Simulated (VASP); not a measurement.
# PtSe2 (P-3m1) in VASP: notebook

PtSe2 is run at these levels: PBE+D3(BJ); tasks: phonons.

Program: VASP 6.6.1. These are calculated values, not measurements. Logs are shortened: lines on timing, memory, paths and dates and some standing lists are left out, and cuts for length are marked.

### Step 1. The cell of the first run

The structure is trigonal, space group P-3m1 (No. 164). Conventional cell: a = 3.646 Å, b = 3.646 Å, c = 4.240 Å, α = 90.00°, β = 90.00°, γ = 120.00°. Pt (site symmetry -3m) has 6 Se at 2.44 Å within 3.2 Å. Se (site symmetry 3m) has 3 Pt at 2.44 Å and 6 Se at 2.74 to 3.25 Å within 3.3 Å.

### Step 2. Phonons, PBE+D3(BJ)

INCAR reads:

```
SYSTEM = PtSe2
PREC = Accurate
ENCUT = 520
EDIFF = 1E-8
ISMEAR = -1
SIGMA = 0.15
LREAL = .FALSE.
LASPH = .TRUE.
NELM = 60
ALGO = Normal
ISIF = 2
LWAVE = .FALSE.
LCHARG = .FALSE.
GGA = PE
IVDW = 12
IBRION = 6
NFREE = 2
POTIM = 0.015
NSW = 1
```

KPOINTS reads:

```
regular mesh
0
G
  12 12 10
  0 0 0
```

POSCAR reads:

```
PtSe2
1.0
    3.6459708819      0.0000000000      0.0000000000
   -1.8229854410      3.1575034052      0.0000000000
    0.0000000000      0.0000000000      4.2401703200
Pt Se
1 2
Direct
    0.0000000000      0.0000000000      0.0000000000
    0.3333333333      0.6666666667      0.2925099781
    0.6666666667      0.3333333333      0.7074900219
```

Potentials or basis: VASP PAW PBE potentials, release 64 (Pt, Se).

Run with:

```sh
$ cat potpaw_PBE.64/Pt/POTCAR potpaw_PBE.64/Se/POTCAR > POTCAR
$ mpirun -np 1 vasp_std > vasp.out
```

OUTCAR:

```text
SYSTEM = PtSe2
   PREC = Accurate
   ENCUT = 520
   EDIFF = 1E-8
   ISMEAR = -1
   LREAL = .FALSE.
   LASPH = .TRUE.
   NELM = 60
   ISIF = 2
   GGA = PE
   IVDW = 12
   IBRION = 6
   NFREE = 2
   POTIM = 0.015
   NSW = 1
 IVDW          = 12

 ion  position               nearest neighbor table
   1  0.000  0.000  0.000-   2 2.44   3 2.44   3 2.44   2 2.44   3 2.44   2 2.44
   2  0.333  0.667  0.293-   1 2.44   1 2.44   1 2.44   3 2.74   3 2.74   3 2.74
   3  0.667  0.333  0.707-   1 2.44   1 2.44   1 2.44   2 2.74   2 2.74   2 2.74

  LATTYP: Found a hexagonal cell.
 ALAT       =     3.6459708819
 C/A-ratio  =     1.1629742687

  Lattice vectors:

 A1 = (   3.6459708819,   0.0000000000,   0.0000000000)
 A2 = (  -1.8229854410,   3.1575034052,   0.0000000000)
 A3 = (   0.0000000000,   0.0000000000,   4.2401703200)

Analysis of symmetry for initial positions (statically):
=====================================================================
 Subroutine PRICEL returns:
 Original cell was already a primitive cell.

 Routine SETGRP: Setting up the symmetry group for a
 hexagonal supercell.

 Subroutine GETGRP returns: Found 12 space group operations
 (whereof 12 operations were pure point group operations)
 out of a pool of 24 trial point group operations.

The static configuration has the point symmetry D_3d.

Analysis of symmetry for dynamics (positions and initial velocities):
=====================================================================
 Subroutine PRICEL returns:
 Original cell was already a primitive cell.

 Routine SETGRP: Setting up the symmetry group for a
 hexagonal supercell.

 Subroutine GETGRP returns: Found 12 space group operations
 (whereof 12 operations were pure point group operations)
 out of a pool of 24 trial point group operations.

The dynamic configuration has the point symmetry D_3d.

 Subroutine INISYM returns: Found 12 space group operations
 (whereof 12 operations are pure point group operations),
 and found     1 'primitive' translations

----------------------------------------------------------------------------------------

                                     Primitive cell

  volume of cell :      48.8135

  direct lattice vectors                    reciprocal lattice vectors
     3.645970882  0.000000000  0.000000000     0.274275367  0.158352957  0.000000000
    -1.822985441  3.157503405  0.000000000     0.000000000  0.316705913  0.000000000
     0.000000000  0.000000000  4.240170320     0.000000000  0.000000000  0.235839583

  length of vectors
     3.645970882  3.645970882  4.240170320     0.316705913  0.316705913  0.235839583

  position of ions in fractional coordinates (direct lattice)
     0.000000000  0.000000000  0.000000000
     0.333333333  0.666666667  0.292509978
     0.666666667  0.333333333  0.707490022

  ion indices of the primitive-cell ions
   primitive index   ion index
                 1           1
                 2           2
                 3           3

----------------------------------------------------------------------------------------

 KPOINTS: regular mesh

Automatic generation of k-mesh.
 Grid dimensions read from file:
 generate k-points for:   12   12   10

 Generating k-lattice:

  Cartesian coordinates                     Fractional coordinates (reciprocal lattice)
     0.022856281  0.013196080  0.000000000     0.083333333  0.000000000  0.000000000
     0.000000000  0.026392159  0.000000000     0.000000000  0.083333333  0.000000000
     0.000000000  0.000000000  0.023583958     0.000000000  0.000000000  0.100000000

  Length of vectors
     0.026392159  0.026392159  0.023583958

  Shift w.r.t. Gamma in fractional coordinates (k-lattice)
     0.000000000  0.000000000  0.000000000

 Subroutine IBZKPT returns following result:
 ===========================================

 Found    162 irreducible k-points:

[... 35 lines left out ...]
 SYSTEM =  PtSe2
   PREC   = accura    normal or accurate (medium, high low for compatibility)
   ISTART =      0    job   : 0-new  1-cont  2-samecut
   ICHARG =      2    charge: 1-file 2-atom 10-const
   ISPIN  =      1    spin polarized calculation?
   LNONCOLLINEAR =      F non collinear calculations
   LSORBIT =      F    spin-orbit coupling
   LASPH  =      T    aspherical Exc in radial PAW
   ENCUT  =  520.0 eV  38.22 Ry    6.18 a.u.   6.78  6.78  7.88*2*pi/ulx,y,z
   NELM   =     60;   NELMIN=  2; NELMDL= -5     # of ELM steps
   EDIFF  = 0.1E-07   stopping-criterion for ELM
   LREAL  =      F    real-space projection
   EDIFFG = 0.1E-06   stopping-criterion for IOM
   NSW    =     73    number of steps for IOM
   IBRION =      6    ionic relax: 0-MD 1-quasi-New 2-CG
   NFREE  =      2    steps in history (QN), initial steepest desc. (CG)
   ISIF   =      2    stress and relaxation
   ISYM   =      2    0-nonsym 1-usesym 2-fastsym
   POTIM  = 0.0150    time-step for ionic-motion
   TEBEG  =    0.0;   TEEND  =   0.0 temperature during run
   PSTRESS=    0.0 pullay stress
   NELECT =      22.0000    total number of electrons
   NUPDOWN=      -1.0000    fix difference up-down
   EMIN   =  10.00;   EMAX   =-10.00  energy-range for DOS
   EFERMI =   0.00;   METHOD = LEGACY
   ISMEAR =    -1;   SIGMA  =   0.15  broadening in eV -4-tet -1-fermi 0-gaus
   EFERMI_NEDOS =   21; number of points for ismear=-14 and -15
   IALGO  =     38    algorithm
   IMIX   =      4    mixing-type and parameters
     AMIX     =   0.40;   BMIX     =  1.00
     AMIX_MAG =   1.60;   BMIX_MAG =  1.00
  volume/ion in A,a.u.               =      16.27       109.80
  Fermi-wavevector in a.u.,A,eV,Ry     =   1.255169  2.371926 21.435296  1.575450
  Thomas-Fermi vector in A             =   2.388939
   LORBIT       =      0    0 simple, 1 ext, 2 COOP (PROOUT), +10 PAW based schemes
   GGA     = PE    functional components
   LHFCALC =     F    Hartree Fock is set to
   AEXX    =    0.0000 exact exchange contribution
   IVDW    =    12    specifies the selected vdW correction
   LEPSILON=     F    determine dielectric tensor
   LRPA    =     F    only Hartree local field effects (RPA)
 finite differences with symmetry
 non-spin polarized calculation
  energy-cutoff  :      520.00
  volume of cell :       48.81
 maximum number of plane-waves:      1332
   NGX = 13   NGY = 13   NGZ = 15

--------------------------------------- Ionic step        1  -------------------------------------------

 number of electron      22.0000004 magnetization

 Free energy of the ion-electron system (eV)
  ---------------------------------------------------
  ext. energy  EPLUGINS =         0.00000000
  ---------------------------------------------------
  free energy    TOTEN  =       -13.25140427 eV

  energy without entropy =      -13.20461417  energy(sigma->0) =      -13.22800922

------------------------ aborting loop because EDIFF is reached ----------------------------------------

 Edisp (eV)   -1.79720

 E8    (eV) :    -0.7709
[... 319 lines left out ...]
--------------------------------------- Ionic step        9  -------------------------------------------

 number of electron      22.0000005 magnetization

 Free energy of the ion-electron system (eV)
  ---------------------------------------------------
  ext. energy  EPLUGINS =         0.00000000
  ---------------------------------------------------
  free energy    TOTEN  =       -13.24959964 eV

  energy without entropy =      -13.20285238  energy(sigma->0) =      -13.22622601

 E-fermi :   9.4206     XC(G=0): -11.9051

 val. band max:        9.4143479495   @ k =   0.0833   0.0833   0.4000
 cond. band min:       9.4395123736   @ k =   0.5000   0.0000   0.5000
 fundamental gap:      0.0251644242
 Fermi energy:         9.4206462930

 k-point     1 :       0.0000    0.0000    0.0000
  band No.  band energies     occupation
      1      -7.9482      2.00000
      2      -2.8042      2.00000
      3       1.1527      2.00000
      4       2.2079      2.00000
      5       2.2079      2.00000
      6       5.1480      2.00000
      7       5.1480      2.00000
      8       6.7682      2.00000
      9       8.3271      1.99864
     10       8.3271      1.99864
     11       9.8387      0.11603
     12       9.8387      0.11603
     13      10.3182      0.00503
     14      12.4829      0.00000
[... 401 lines left out ...]
      2      -3.3813      2.00000
      3       1.4800      2.00000
      4       2.3580      2.00000
      5       3.0807      2.00000
      6       4.2217      2.00000
      7       5.0102      2.00000
      8       5.8802      2.00000
      9       7.2285      2.00000
     10       7.8498      1.99994
     11       9.2480      1.51940
     12      10.1071      0.02037
     13      11.5832      0.00000
     14      13.7347      0.00000
     15      15.0989      0.00000

 [... further k-points ...]

------------------------ aborting loop because EDIFF is reached ----------------------------------------

 Edisp (eV)   -1.79710

 E8    (eV) :    -0.7709
[... 26 lines left out ...]
  FREE ENERGIE OF THE ION-ELECTRON SYSTEM (eV)
  ---------------------------------------------------
  free  energy   TOTEN  =       -15.0467023882 eV

  energy  without entropy=      -14.9999551222  energy(sigma->0) =      -15.02332876

 INTERNAL STRAIN TENSORS FROM DISPLACED ATOMS
 ============================================

 INTERNAL STRAIN TENSOR FOR ION    1 for displacements in x,y,z  (eV/Angst):
          X           Y           Z          XY          YZ          ZX
  --------------------------------------------------------------------------------
  x     0.00000     0.00000     0.00000     0.00000     0.00000     0.00000
  y     0.00000     0.00000     0.00000     0.00000     0.00000     0.00000
  z     0.00000     0.00000     0.00000     0.00000     0.00000     0.00000

 INTERNAL STRAIN TENSOR FOR ION    3 for displacements in x,y,z  (eV/Angst):
          X           Y           Z          XY          YZ          ZX
  --------------------------------------------------------------------------------
  x     0.00000    -0.00000     0.00000    -5.56554    -0.00000     6.91494
  y    -5.56554     5.56554     0.00000    -0.00000     6.91492    -0.00000
  z    11.56987    11.56987     6.40735    -0.00000    -0.00000    -0.00000

 Eigenvectors and eigenvalues of the dynamical matrix
 ----------------------------------------------------

   1 f  =    7.990595 THz    50.206387 2PiTHz  266.537545 cm-1    33.046429 meV
             X         Y         Z           dx          dy          dz
      0.000000  0.000000  0.000000    -0.000000    0.000000   -0.000000
     -0.000000  2.105002  1.240292     0.000000   -0.000000   -0.707107
      1.822985  1.052501  2.999878     0.000000   -0.000000    0.707107
[... 43 lines left out ...]
   9 f/i=    0.000463 THz     0.002912 2PiTHz    0.015458 cm-1     0.001917 meV
             X         Y         Z           dx          dy          dz
      0.000000  0.000000  0.000000    -0.382922   -0.637139    0.000000
     -0.000000  2.105002  1.240292    -0.243646   -0.405400    0.000000
      1.822985  1.052501  2.999878    -0.243646   -0.405400    0.000000

 ELASTIC MODULI CONTR FROM IONIC RELAXATION (kBar)
 Direction    XX          YY          ZZ          XY          YZ          ZX
 --------------------------------------------------------------------------------
 XX        -621.0407   -230.9269   -235.9083      0.0000    242.3491     -0.0000
 YY        -230.9269   -621.0407   -235.9083      0.0000   -242.3491      0.0000
 ZZ        -235.9083   -235.9083   -130.6452      0.0000      0.0000      0.0000
 XY           0.0000      0.0000      0.0000   -195.0569      0.0000    242.3495
 YZ         242.3491   -242.3491      0.0000      0.0000   -301.1074      0.0000
 ZX          -0.0000      0.0000      0.0000    242.3495      0.0000   -301.1084
 --------------------------------------------------------------------------------
```

It took 32 min on 1 thread of Intel Xeon 8259CL, shared host; peak memory 0.92 GiB.

Results:

* Highest phonon frequency at Γ, LO-TO splitting left out: 267 cm⁻¹
* Dispersion energy per atom: -0.599 eV

Phonon frequencies in cm⁻¹ (negative: imaginary):
| q point | frequencies |
| --- | --- |
| (0.000, 0.000, 0.000) | 0 0 0 189 189 245 259 259 267 |

Caveat: the cell stands under pressure or tension, which shifts response properties; spin-orbit coupling is left out, which moves the levels of the heavy elements.

(Continued in part 2 of 2.)
